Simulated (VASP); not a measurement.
# NaF (Fm-3m) in VASP: a series of runs, part 2 of 2

VASP 6.6.1. The steps go on from the part before.

### Step 3. Single point, PBEsol

Input file INCAR:

```
PREC = Accurate ; ENCUT = 520
EDIFF = 1E-7 ; ISMEAR = -1
SIGMA = 0.02 ; LREAL = F
LASPH = T ; NELM = 100
ALGO = Normal ; ISIF = 2
LWAVE = F ; LCHARG = F
GGA = PS ; NBANDS = 14
```

Input file KPOINTS:

```
Automatic mesh
0
Gamma
  10 10 10
```

Input file POSCAR:

```
NaF
1.0
    0.0000000000      2.3233000000      2.3233000000
    2.3233000000      0.0000000000      2.3233000000
    2.3233000000      2.3233000000      0.0000000000
Na F
1 1
Direct
    0.0000000000      0.0000000000      0.0000000000
    0.5000000000      0.5000000000      0.5000000000
```

Potentials or basis: VASP PAW PBE potentials, release 64 (Na_pv, F).

Launch:

```console
cat potpaw_PBE.64/Na_pv/POTCAR potpaw_PBE.64/F/POTCAR > POTCAR
mpirun -np 1 vasp_std > vasp.out
```

OUTCAR:

```text
PREC = Accurate
   ENCUT = 520
   EDIFF = 1E-7
   ISMEAR = -1
   LREAL = F
   LASPH = T
   NELM = 100
   ISIF = 2
   GGA = PS

 ion  position               nearest neighbor table
   1  0.000  0.000  0.000-   2 2.32   2 2.32   2 2.32   2 2.32   2 2.32   2 2.32
   2  0.500  0.500  0.500-   1 2.32   1 2.32   1 2.32   1 2.32   1 2.32   1 2.32

  LATTYP: Found a face centered cubic cell.
 ALAT       =     4.6466000000

  Lattice vectors:

 A1 = (   0.0000000000,   2.3233000000,   2.3233000000)
 A2 = (   2.3233000000,   0.0000000000,   2.3233000000)
 A3 = (   2.3233000000,   2.3233000000,   0.0000000000)

Analysis of symmetry for initial positions (statically):
=====================================================================
 Subroutine PRICEL returns:
 Original cell was already a primitive cell.

 Routine SETGRP: Setting up the symmetry group for a
 face centered cubic supercell.

 Subroutine GETGRP returns: Found 48 space group operations
 (whereof 48 operations were pure point group operations)
 out of a pool of 48 trial point group operations.

The static configuration has the point symmetry O_h .

Analysis of symmetry for dynamics (positions and initial velocities):
=====================================================================
 Subroutine PRICEL returns:
 Original cell was already a primitive cell.

 Routine SETGRP: Setting up the symmetry group for a
 face centered cubic supercell.

 Subroutine GETGRP returns: Found 48 space group operations
 (whereof 48 operations were pure point group operations)
 out of a pool of 48 trial point group operations.

The dynamic configuration has the point symmetry O_h .

 Subroutine INISYM returns: Found 48 space group operations
 (whereof 48 operations are pure point group operations),
 and found     1 'primitive' translations

----------------------------------------------------------------------------------------

                                     Primitive cell

  volume of cell :      25.0811

  direct lattice vectors                    reciprocal lattice vectors
     0.000000000  2.323300000  2.323300000    -0.215211122  0.215211122  0.215211122
     2.323300000  0.000000000  2.323300000     0.215211122 -0.215211122  0.215211122
     2.323300000  2.323300000  0.000000000     0.215211122  0.215211122 -0.215211122

  length of vectors
     3.285642369  3.285642369  3.285642369     0.372756598  0.372756598  0.372756598

  position of ions in fractional coordinates (direct lattice)
     0.000000000  0.000000000  0.000000000
     0.500000000  0.500000000  0.500000000

  ion indices of the primitive-cell ions
   primitive index   ion index
                 1           1
                 2           2

----------------------------------------------------------------------------------------

 KPOINTS: Automatic mesh

Automatic generation of k-mesh.
 Grid dimensions read from file:
 generate k-points for:   10   10   10

 Generating k-lattice:

  Cartesian coordinates                     Fractional coordinates (reciprocal lattice)
    -0.021521112  0.021521112  0.021521112     0.100000000  0.000000000  0.000000000
     0.021521112 -0.021521112  0.021521112     0.000000000  0.100000000  0.000000000
     0.021521112  0.021521112 -0.021521112     0.000000000  0.000000000  0.100000000

  Length of vectors
     0.037275660  0.037275660  0.037275660

  Shift w.r.t. Gamma in fractional coordinates (k-lattice)
     0.000000000  0.000000000  0.000000000

 Subroutine IBZKPT returns following result:
 ===========================================

 Found     47 irreducible k-points:

 Following reciprocal coordinates:
            Coordinates               Weight
  0.000000  0.000000  0.000000      1.000000
  0.100000  0.000000  0.000000      8.000000
  0.200000  0.000000  0.000000      8.000000
  0.300000  0.000000  0.000000      8.000000
  0.400000  0.000000  0.000000      8.000000
  0.500000  0.000000  0.000000      4.000000
[... 16 lines left out ...]
  0.300000  0.300000  0.000000      6.000000
  0.400000  0.300000  0.000000     24.000000
 [... further k-points ...]
   k-points           NKPTS =     47   k-points in BZ     NKDIM =     47   number of bands    NBANDS=     14
   number of dos      NEDOS =    301   number of ions     NIONS =      2
   total plane-waves  NPLWV =  13824
   dimension x,y,z NGX =    24 NGY =   24 NGZ =   24
   dimension x,y,z NGXF=    48 NGYF=   48 NGZF=   48
   ions per type =               1   1
   NGX,Y,Z   is equivalent  to a cutoff of  12.14, 12.14, 12.14 a.u.
   NGXF,Y,Z  is equivalent  to a cutoff of  24.29, 24.29, 24.29 a.u.
 SYSTEM =  unknown system
   PREC   = accura    normal or accurate (medium, high low for compatibility)
   ISTART =      0    job   : 0-new  1-cont  2-samecut
   ICHARG =      2    charge: 1-file 2-atom 10-const
   ISPIN  =      1    spin polarized calculation?
   LNONCOLLINEAR =      F non collinear calculations
   LSORBIT =      F    spin-orbit coupling
   LASPH  =      T    aspherical Exc in radial PAW
   ENCUT  =  520.0 eV  38.22 Ry    6.18 a.u.   6.11  6.11  6.11*2*pi/ulx,y,z
   NELM   =    100;   NELMIN=  2; NELMDL= -5     # of ELM steps
   EDIFF  = 0.1E-06   stopping-criterion for ELM
   LREAL  =      F    real-space projection
   EDIFFG = 0.1E-05   stopping-criterion for IOM
   NSW    =      0    number of steps for IOM
   IBRION =     -1    ionic relax: 0-MD 1-quasi-New 2-CG
   NFREE  =      0    steps in history (QN), initial steepest desc. (CG)
   ISIF   =      2    stress and relaxation
   ISYM   =      2    0-nonsym 1-usesym 2-fastsym
   POTIM  = 0.5000    time-step for ionic-motion
   TEBEG  =    0.0;   TEEND  =   0.0 temperature during run
   PSTRESS=    0.0 pullay stress
   NELECT =      14.0000    total number of electrons
   NUPDOWN=      -1.0000    fix difference up-down
   EMIN   =  10.00;   EMAX   =-10.00  energy-range for DOS
   EFERMI =   0.00;   METHOD = LEGACY
   ISMEAR =    -1;   SIGMA  =   0.02  broadening in eV -4-tet -1-fermi 0-gaus
   EFERMI_NEDOS =   21; number of points for ismear=-14 and -15
   IALGO  =     38    algorithm
   IMIX   =      4    mixing-type and parameters
     AMIX     =   0.40;   BMIX     =  1.00
     AMIX_MAG =   1.60;   BMIX_MAG =  1.00
  volume/ion in A,a.u.               =      12.54        84.63
  Fermi-wavevector in a.u.,A,eV,Ry     =   1.347935  2.547227 24.720809  1.816928
  Thomas-Fermi vector in A             =   2.475645
   LORBIT       =      0    0 simple, 1 ext, 2 COOP (PROOUT), +10 PAW based schemes
   GGA     = PS    functional components
   LHFCALC =     F    Hartree Fock is set to
   AEXX    =    0.0000 exact exchange contribution
   IVDW    =     0    specifies the selected vdW correction
   LEPSILON=     F    determine dielectric tensor
   LRPA    =     F    only Hartree local field effects (RPA)
 non-spin polarized calculation
  energy-cutoff  :      520.00
  volume of cell :       25.08
 maximum number of plane-waves:       692
   NGX = 13   NGY = 13   NGZ = 13

 number of electron      13.9999982 magnetization

 Free energy of the ion-electron system (eV)
  ---------------------------------------------------
  ext. energy  EPLUGINS =         0.00000000
  ---------------------------------------------------
  free energy    TOTEN  =        -8.76868943 eV

  energy without entropy =       -8.76868943  energy(sigma->0) =       -8.76868943

 E-fermi :  -1.8262     XC(G=0):  -9.2931

 val. band max:       -2.2112141998   @ k =   0.0000   0.0000   0.0000
 cond. band min:       3.9083273750   @ k =   0.0000   0.0000   0.0000
 fundamental gap:      6.1195415747
 Fermi energy:        -1.8261746809

 k-point     1 :       0.0000    0.0000    0.0000
  band No.  band energies     occupation
      1     -21.2538      2.00000
      2     -21.0046      2.00000
      3     -21.0046      2.00000
      4     -21.0046      2.00000
      5      -2.2112      2.00000
      6      -2.2112      2.00000
      7      -2.2112      2.00000
      8       3.9083      0.00000
      9      16.5756      0.00000
     10      16.5756      0.00000
     11      16.5756      0.00000
     12      19.2423      0.00000
     13      21.6196      0.00000
     14      21.6196      0.00000
[... 375 lines left out ...]
 k-point    24 :       0.4000    0.3000    0.0000
  band No.  band energies     occupation
      1     -21.5058      2.00000
      2     -21.0526      2.00000
      3     -21.0446      2.00000
      4     -20.6289      2.00000
      5      -3.3965      2.00000
      6      -2.5957      2.00000
      7      -2.5392      2.00000
      8       8.1657      0.00000
      9      11.4015      0.00000
     10      14.3258      0.00000
     11      17.1759      0.00000
     12      17.2123      0.00000
     13      22.9951      0.00000
     14      24.2445      0.00000

 [... further k-points ...]
[... 5 lines left out ...]
  --------------------------------------------------------------------------------------
  -------------------------------------------------------------------------------------
  Total       -0.0854477     -0.0854477     -0.0854477      0.0000000     -0.0000000      0.0000000
  in kB       -5.4583976     -5.4583976     -5.4583976      0.0000000     -0.0000000      0.0000000
  external PRESSURE =      -5.4583976 kB  Pullay stress =       0.0000000 kB

 VOLUME and BASIS-vectors are now :
 -----------------------------------------------------------------------------
  energy-cutoff  :      520.00
  volume of cell :       25.08
      direct lattice vectors                 reciprocal lattice vectors
     0.000000000  2.323300000  2.323300000    -0.215211122  0.215211122  0.215211122
     2.323300000  0.000000000  2.323300000     0.215211122 -0.215211122  0.215211122
     2.323300000  2.323300000  0.000000000     0.215211122  0.215211122 -0.215211122

 POSITION                                       TOTAL-FORCE (eV/Angst)
 -----------------------------------------------------------------------------------
      0.00000      0.00000      0.00000         0.000000     -0.000000      0.000000
      2.32330      2.32330      2.32330        -0.000000      0.000000     -0.000000
 -----------------------------------------------------------------------------------
    total drift:                                0.000000     -0.000000      0.000000

  FREE ENERGIE OF THE ION-ELECTRON SYSTEM (eV)
  ---------------------------------------------------
  free  energy   TOTEN  =        -8.7686894344 eV

  energy  without entropy=       -8.7686894344  energy(sigma->0) =       -8.76868943
```

OSZICAR:

```text
N       E                     dE             d eps       ncg     rms          rms(c)
DAV:   1     0.107271483336E+03    0.10727E+03   -0.77688E+03  1324   0.123E+03
DAV:   2    -0.400783806330E+01   -0.11128E+03   -0.10393E+03  1406   0.336E+02
DAV:   3    -0.949624827643E+01   -0.54884E+01   -0.54779E+01  1646   0.695E+01
DAV:   4    -0.953976506777E+01   -0.43517E-01   -0.43515E-01  1484   0.660E+00
DAV:   5    -0.954021333275E+01   -0.44826E-03   -0.44826E-03  1646   0.666E-01    0.491E+00
DAV:   6    -0.878423147080E+01    0.75598E+00   -0.26198E+00  1568   0.144E+01    0.181E+00
DAV:   7    -0.876944721050E+01    0.14784E-01   -0.28838E-02  1364   0.208E+00    0.103E+00
DAV:   8    -0.876831339101E+01    0.11338E-02   -0.25874E-02  1424   0.348E+00    0.151E-01
DAV:   9    -0.876880522093E+01   -0.49183E-03   -0.41860E-03  1664   0.626E-01    0.118E-01
DAV:  10    -0.876868698729E+01    0.11823E-03   -0.98887E-04  1490   0.350E-01    0.159E-02
DAV:  11    -0.876868907052E+01   -0.20832E-05   -0.46345E-05  1538   0.136E-01    0.685E-03
DAV:  12    -0.876868941266E+01   -0.34214E-06   -0.59945E-06  1528   0.306E-02    0.284E-03
DAV:  13    -0.876868943439E+01   -0.21729E-07   -0.88689E-07  1466   0.871E-03
   1 F= -.87686894E+01 E0= -.87686894E+01  d E =-.397634E-10
```

Run time: 28 s. Hardware: 1 thread of AMD EPYC 7R13, shared host; peak memory 0.11 GiB.

Results:

```
Free energy            : -8.7687 eV
Pressure               : -0.5 GPa
Band gap on the k mesh : 6.12 eV
```

Caveat: the PAW data sets were made with another functional, which shifts forces and pressure a little.

### Step 4. Single point, PBE

Input file INCAR:

```
  PREC = Accurate
  ENCUT = 520
  EDIFF = 1E-6
  ISMEAR = -1
  SIGMA = 0.02
  LREAL = False
  LASPH = True
  NELM = 60
  ALGO = Normal
  ISIF = 2
  LWAVE = False
  LCHARG = False
  GGA = PE
  NBANDS = 14
```

KPOINTS is that of step 3.

POSCAR is that of step 3.

Potentials or basis: VASP PAW PBE potentials, release 64 (Na_pv, F).

Launch:

```console
cat potpaw_PBE.64/Na_pv/POTCAR potpaw_PBE.64/F/POTCAR > POTCAR
mpirun -np 1 vasp_std > vasp.out
```

OUTCAR:

```text
PREC = Accurate
   ENCUT = 520
   EDIFF = 1E-6
   ISMEAR = -1
   LREAL = False
   LASPH = True
   NELM = 60
   ISIF = 2
   GGA = PE

 ion  position               nearest neighbor table
   1  0.000  0.000  0.000-   2 2.32   2 2.32   2 2.32   2 2.32   2 2.32   2 2.32
   2  0.500  0.500  0.500-   1 2.32   1 2.32   1 2.32   1 2.32   1 2.32   1 2.32

  LATTYP: Found a face centered cubic cell.
 ALAT       =     4.6466000000

  Lattice vectors:

[... 593 lines left out ...]

------------------------ aborting loop because EDIFF is reached ----------------------------------------

  FORCE on cell =-STRESS in cart. coord.  units (eV):
  Direction    XX          YY          ZZ          XY          YZ          ZX
  --------------------------------------------------------------------------------------
  -------------------------------------------------------------------------------------
  Total        0.2447500      0.2447500      0.2447500      0.0000000      0.0000000     -0.0000000
  in kB       15.6346229     15.6346229     15.6346229      0.0000000      0.0000000     -0.0000000
  external PRESSURE =      15.6346229 kB  Pullay stress =       0.0000000 kB

 VOLUME and BASIS-vectors are now :
 -----------------------------------------------------------------------------
  energy-cutoff  :      520.00
  volume of cell :       25.08
      direct lattice vectors                 reciprocal lattice vectors
     0.000000000  2.323300000  2.323300000    -0.215211122  0.215211122  0.215211122
     2.323300000  0.000000000  2.323300000     0.215211122 -0.215211122  0.215211122
     2.323300000  2.323300000  0.000000000     0.215211122  0.215211122 -0.215211122

 POSITION                                       TOTAL-FORCE (eV/Angst)
 -----------------------------------------------------------------------------------
      0.00000      0.00000      0.00000         0.000000      0.000000     -0.000000
      2.32330      2.32330      2.32330         0.000000     -0.000000      0.000000
 -----------------------------------------------------------------------------------
    total drift:                                0.000000     -0.000000      0.000000

  FREE ENERGIE OF THE ION-ELECTRON SYSTEM (eV)
  ---------------------------------------------------
  free  energy   TOTEN  =        -8.5641286901 eV

  energy  without entropy=       -8.5641286901  energy(sigma->0) =       -8.56412869
```

Run time: 24 s. Hardware: 1 thread of AMD EPYC 7R13, shared host; peak memory 0.11 GiB.

What came out:

```yaml
Free_energy: -8.5641 eV
Pressure: 1.6 GPa
Band_gap_on_the_k_mesh: 6.26 eV
```

Levels at points of the mesh, in eV from the valence-band top:
```
           k point  band 3  band 4  band 5  band 6  band 7  band 8  band 9  band 10  band 11  band 12
(0.00, 0.00, 0.00)  -18.97  -18.97    0.00    0.00    0.00    6.26   18.92    18.92    18.92    21.76
(0.50, 0.00, 0.00)  -18.98  -18.20   -1.57   -0.25   -0.25   10.73   12.40    20.02    20.02    22.82
(0.50, 0.50, 0.00)  -19.02  -18.91   -1.26   -0.40   -0.40   13.09   13.28    13.52    19.66    19.66
```

A k mesh can miss the band edges.

### Step 5. Overview

| level | potentials or basis | gap on the mesh (eV) | pressure (GPa) |
| --- | --- | --- | --- |
| LDA | VASP PAW LDA potentials, release 64 (Na_pv, F) | 5.91 | -4.7 |
| PBEsol | VASP PAW PBE potentials, release 64 (Na_pv, F) | 6.12 | -0.5 |
| PBE | VASP PAW PBE potentials, release 64 (Na_pv, F) | 6.26 | 1.6 |

Alike in all rows: task single point; no spin polarisation; cell as given; k mesh 10 × 10 × 10; cutoff (eV) 520; smearing fermi-dirac 0.02 eV.

Caveats: the cell stands under tension (at least some runs); the PAW data sets were made with another functional, which shifts forces and pressure a little (at least some runs).

Total energies depend on the potentials used, so only differences within one code and one set of settings carry meaning.
